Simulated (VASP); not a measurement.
The system is CdS.

```
CELL_PARAMETERS angstrom
4.16460 0.00000 0.00000
-2.08230 3.60665 0.00000
0.00000 0.00000 6.49537
ATOMIC_POSITIONS crystal
Cd 0.33333 0.66667 0.99359
Cd 0.66667 0.33333 0.49359
S 0.33333 0.66667 0.38141
S 0.66667 0.33333 0.88141
```

This cell differs from its parent crystal: uniaxial z strain -4.0%.

Base run:

* Program: VASP 6.6.1
* Functional: r2SCAN
* Potentials or basis: VASP PAW PBE potentials, release 64 (Cd, S)
* Cutoff: 520 eV
* k mesh: 12 × 12 × 4
* Occupations: gaussian, width 0.01 eV
* Spin: no spin polarisation

Its results: band gap on the k mesh 1.73 eV; pressure 3.0 GPa.

Task: The run is repeated on the same cell with these changes: functional from r2SCAN to PBE; k mesh from 12 × 12 × 4 to 6 × 6 × 2. What comes out?

Result: Band gap on the k mesh 1.27 eV; pressure 4.3 GPa.

Several settings changed at once.

Caveats: some runs use coarse meshes; the PAW data sets were made with another functional, which shifts forces and pressure a little (at least some runs).

A k mesh can miss the band edges.
